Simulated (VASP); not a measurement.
# H11C2NO4 in VASP: a series of runs, part 2 of 2

VASP 6.6.1. Earlier steps stand in the parts before.

## (5) Single point, PBE+D3(BJ)

File INCAR:

```
PREC     = Accurate       # precision mode
ENCUT    = 520            # plane-wave cutoff, eV
EDIFF    = 1E-6           # SCF threshold, eV
ISMEAR   = -1             # smearing method
SIGMA    = 0.05           # smearing width, eV
LREAL    = False          # projectors in reciprocal space
LASPH    = True           # aspherical terms in the spheres
NELM     = 120            # most SCF steps
ALGO     = Normal         # electronic algorithm
ISIF     = 2              # what is computed and relaxed
LWAVE    = False          # write WAVECAR
LCHARG   = False          # write CHGCAR
GGA      = PE             # functional
IVDW     = 12             # dispersion correction
NBANDS   = 39             # bands
GGA_COMPAT= False
```

File KPOINTS:

```
regular mesh
0
Gamma
  1 1 1
```

File POSCAR:

```
H11C2NO4
1.0
    5.9154820000      0.0000000000      0.0000000000
    0.0000000000      5.9154820000      0.0000000000
    0.0000000000      0.0000000000      5.9154820000
O H C N
4 11 2 1
Direct
    0.8153181769      1.0228414185      0.3825892801
    0.0763758558      0.6721683880      0.9932749352
    0.3346980009      0.0923677901      0.9662272660
    0.7584504526      0.3239296477      0.8313608257
    0.9037302455      1.1555947596      0.4372424766
    0.9295100551      0.9262812396      0.3222053588
    0.1778046151      0.8046005380      0.9766406186
    0.1544760004      0.5486112543      0.8999435718
    0.4026383649      0.2091291969      0.8639025527
    0.4642225266      0.0626829733      1.0661853083
    0.7926995636      0.4796904124      0.8530665802
    0.8930295114      0.2505797499      0.8930633210
    0.5111164230      0.5630648525      0.1492693241
    0.7167801373      0.6330506965      0.3764866498
    0.6655586138      0.3453480207      0.3067205682
    0.5769267830      0.5107107079      0.3234901230
    0.3849728560      0.4660482443      0.4834263717
    0.2356021031      0.4379355731      0.5995115867
```

Potentials or basis: VASP PAW PBE potentials, release 64 (O, H, C, N).

Started as:

```
cat potpaw_PBE.64/O/POTCAR potpaw_PBE.64/H/POTCAR potpaw_PBE.64/C/POTCAR potpaw_PBE.64/N/POTCAR > POTCAR
mpirun -np 1 vasp_gam > vasp.out
```

OUTCAR:

```text
PREC = Accurate
   ENCUT = 520
   EDIFF = 1E-6
   ISMEAR = -1
   LREAL = False
   LASPH = True
   NELM = 120
   ISIF = 2
   GGA = PE
   IVDW = 12
 IVDW          = 12

 ion  position               nearest neighbor table
   1  0.815  0.023  0.383-   6 0.95   5 1.00
   2  0.076  0.672  0.993-   7 0.99   8 1.03
   3  0.335  0.092  0.966-  10 0.98   9 1.00
   4  0.758  0.324  0.831-  11 0.95  12 0.98
   5  0.904  0.156  0.437-   1 1.00
   6  0.930  0.926  0.322-   1 0.95
   7  0.178  0.805  0.977-   2 0.99
[... 260 lines left out ...]
  Total      -1.84481    -1.97255    -1.71087    -1.17510     0.50481    -2.23832
  in kB     -14.27883   -15.26747   -13.24208    -9.09522     3.90726   -17.32460
  external pressure =      -14.26 kB  Pullay stress =        0.00 kB

 VOLUME and BASIS-vectors are now :
 -----------------------------------------------------------------------------
  energy-cutoff  :      520.00
  volume of cell :      207.00
      direct lattice vectors                 reciprocal lattice vectors
     5.915482000  0.000000000  0.000000000     0.169047932  0.000000000  0.000000000
     0.000000000  5.915482000  0.000000000     0.000000000  0.169047932  0.000000000
     0.000000000  0.000000000  5.915482000     0.000000000  0.000000000  0.169047932

 POSITION                                       TOTAL-FORCE (eV/Angst)
 -----------------------------------------------------------------------------------
      4.82300      0.13512      2.26320         0.060206      1.342619      0.552621
      0.45180      3.97620      5.87570         1.001475     -0.896994     -0.544727
      1.97990      0.54640      5.71570         0.850095      0.535801     -0.048214
      4.48660      1.91620      4.91790        -0.129221     -1.182125     -0.122044
      5.34600      0.92042      2.58650        -0.512747     -0.782887     -0.004254
      5.49850      5.47940      1.90600         0.737961     -0.691919     -0.562901
[... 10 lines left out ...]
      2.27730      2.75690      2.85970         4.873055      1.768731     -3.884630
      1.39370      2.59060      3.54640        -3.231573     -0.888996      2.713092
 -----------------------------------------------------------------------------------
    total drift:                                0.000785      0.000648     -0.001294

  FREE ENERGIE OF THE ION-ELECTRON SYSTEM (eV)
  ---------------------------------------------------
  free  energy   TOTEN  =       -95.1104216514 eV

  energy  without entropy=      -95.1104216513  energy(sigma->0) =      -95.11042165
```

OSZICAR:

```text
N       E                     dE             d eps       ncg     rms          rms(c)
DAV:   1     0.336806852887E+03    0.33681E+03   -0.24838E+04    78   0.110E+03
DAV:   2    -0.731946305459E+02   -0.41000E+03   -0.39521E+03   101   0.276E+02
DAV:   3    -0.103776578104E+03   -0.30582E+02   -0.30365E+02   100   0.800E+01
DAV:   4    -0.104217157694E+03   -0.44058E+00   -0.43982E+00   100   0.109E+01
DAV:   5    -0.104223724024E+03   -0.65663E-02   -0.65656E-02    93   0.129E+00    0.187E+01
DAV:   6    -0.951373792194E+02    0.90863E+01   -0.24216E+01    93   0.240E+01    0.824E+00
DAV:   7    -0.945964358703E+02    0.54094E+00   -0.12921E+00   100   0.575E+00    0.490E+00
DAV:   8    -0.944360615214E+02    0.16037E+00   -0.48216E-01    93   0.369E+00    0.118E+00
DAV:   9    -0.944366469409E+02   -0.58542E-03   -0.34725E-02    92   0.115E+00    0.403E-01
DAV:  10    -0.944391767902E+02   -0.25298E-02   -0.13535E-02    92   0.673E-01    0.179E-01
DAV:  11    -0.944397721633E+02   -0.59537E-03   -0.24871E-03   100   0.302E-01    0.811E-02
DAV:  12    -0.944397645941E+02    0.75692E-05   -0.31924E-04    92   0.101E-01    0.321E-02
DAV:  13    -0.944396885195E+02    0.76075E-04   -0.71615E-05    92   0.495E-02    0.102E-02
DAV:  14    -0.944396767478E+02    0.11772E-04   -0.10935E-05   100   0.216E-02    0.466E-03
DAV:  15    -0.944396755684E+02    0.11794E-05   -0.16389E-06    84   0.725E-03    0.230E-03
DAV:  16    -0.944396754006E+02    0.16779E-06   -0.77695E-07    76   0.492E-03
   1 F= -.95110422E+02 E0= -.95110422E+02  d E =-.910520E-10
```

stdout:

```text
POSCAR found type information on POSCAR O H C N
 POSCAR found :  4 types and      18 ions
 scaLAPACK will be used
 -----------------------------------------------------------------------------
|                                                                             |
|                                                                             |
|     You have a (more or less) 'large supercell' and for larger cells it     |
|     might be more efficient to use real-space projection operators.         |
|     Therefore, try LREAL= Auto in the INCAR file.                           |
|     Mind: For very accurate calculation, you might also keep the            |
|     reciprocal projection scheme (i.e. LREAL=.FALSE.).                      |
|                                                                             |
 -----------------------------------------------------------------------------

 LDA part: xc-table for (Slater+PW92), standard interpolation
 POSCAR, INCAR and KPOINTS ok, starting setup
 FFT: planning ... GRIDC
 FFT: planning ... GRID_SOFT
 FFT: planning ... GRID
 WAVECAR not read
 entering main loop
```

It took 17 s on 1 thread of AMD EPYC 7R43 (Zen 3), shared host; peak memory 0.28 GiB.

Results:

* Free energy: -95.1104 eV
* Pressure: -1.4 GPa
* Largest force: 6.478 eV/Å
* Band gap on the k mesh: 4.86 eV
* Dispersion energy per atom: -0.037 eV

Forces in eV/Å, atoms in the order of the input:
```
O    0.060  1.343  0.553
O    1.001 -0.897 -0.545
O    0.850  0.536 -0.048
O   -0.129 -1.182 -0.122
H   -0.513 -0.783 -0.004
H    0.738 -0.692 -0.563
H   -0.371 -0.179 -0.220
H   -0.844  1.441  0.734
H   -0.467 -0.873  0.411
H   -0.318  0.029 -0.111
H    0.355  1.329  0.154
H   -0.185 -0.153 -0.145
H    0.278 -0.356  1.330
H   -1.529 -0.553  0.142
H   -0.424  0.380 -0.287
C   -0.145 -0.270 -0.107
C    4.873  1.769 -3.885
N   -3.232 -0.889  2.713
```

Stress tensor (GPa, compression positive):
```
-1.43 -0.91 -1.73
-0.91 -1.53  0.39
-1.73  0.39 -1.32
```

Caveat: the k points lie up to 1.06 Å⁻¹ apart.

## (6) Single point, PBE+D3(BJ)

File INCAR:

```
ALGO = Normal
EDIFF = 1E-6
ENCUT = 520
GGA = PE
GGA_COMPAT = F
ISIF = 2
ISMEAR = -1
IVDW = 12
LASPH = T
LCHARG = T
LELF = T
LREAL = F
LVHAR = T
LWAVE = F
NBANDS = 39
NELM = 120
PREC = Accurate
SIGMA = 0.05
```

File KPOINTS:

```
k-points
0
Gamma
  1 1 1
```

File POSCAR:

```
H11C2NO4
1.0
    5.9154820000      0.0000000000      0.0000000000
    0.0000000000      5.9154820000      0.0000000000
    0.0000000000      0.0000000000      5.9154820000
O H C N
4 11 2 1
Direct
    0.7846697868      0.9899954053      0.3834683294
    0.0539262904      0.7064344038      1.0067142458
    0.3529044632      0.0699351295      0.9894713567
    0.7971793338      0.2611959600      0.8034848217
    0.7853966929      1.0607757745      0.5433876732
    0.9240667117      0.9161383637      0.3608328113
    0.1296766688      0.8604201653      1.0146087842
    0.1449247923      0.6218597233      0.8831402073
    0.3373013391      0.1935767871      0.8741806669
    0.4994521157      0.0960699399      1.0506667081
    0.8647139827      0.4134574325      0.8046850620
    0.9231200433      0.1813208121      0.8616035008
    0.6717964825      0.6525757326      0.3189258289
    0.6220794857      0.3376732445      0.2663012076
    0.4297536532      0.5471743469      0.1503850405
    0.5417648131      0.5038304571      0.2954788807
    0.3896216741      0.4748218319      0.4816513684
    0.2551609488      0.4506817872      0.6297204522
```

Potentials or basis: VASP PAW PBE potentials, release 64 (O, H, C, N).

Started as:

```
cat potpaw_PBE.64/O/POTCAR potpaw_PBE.64/H/POTCAR potpaw_PBE.64/C/POTCAR potpaw_PBE.64/N/POTCAR > POTCAR
mpirun -np 1 vasp_gam > vasp.out
```

Wall time 19 s (1 thread of AMD EPYC 7R43 (Zen 3), shared host); peak memory 0.28 GiB.

The run converged. Its results:

```yaml
Free_energy: -95.3495 eV
Pressure: -2.9 GPa
Largest_force: 2.848 eV/Å
Band_gap_on_the_k_mesh: 4.84 eV
Dispersion_energy_per_atom: -0.037 eV
```

Forces on the atoms (eV/Å):
```
O   -1.621  1.447  1.842
O    1.245  0.107 -1.191
O   -1.310  0.810 -1.196
O   -0.595  1.064 -0.406
H    0.200 -0.649 -1.836
H    1.479 -0.626 -0.094
H   -0.147 -1.339 -0.228
H   -0.934  1.154  1.330
H    0.134 -0.754  0.584
H    1.059 -0.077  0.477
H   -0.550 -0.027 -0.230
H    1.035 -1.185  0.691
H   -1.381 -1.487 -0.011
H    0.256  0.398 -0.053
H    0.354 -0.035 -0.033
C    0.610  0.918 -0.089
C   -1.700  0.015  2.072
N    1.866  0.267 -1.630
```

Stress tensor (GPa, compression positive):
```
-0.75 -1.58  1.77
-1.58 -3.50 -0.94
 1.77 -0.94 -4.37
```

Levels at points of the mesh, in eV from the valence-band top:
```
           k point  band 20  band 21  band 22  band 23  band 24  band 25  band 26  band 27  band 28  band 29
(0.00, 0.00, 0.00)    -1.30    -0.84    -0.57    -0.28     0.00     4.84     5.65     5.94     8.00     8.63
```

Caveat: the k points lie up to 1.06 Å⁻¹ apart.
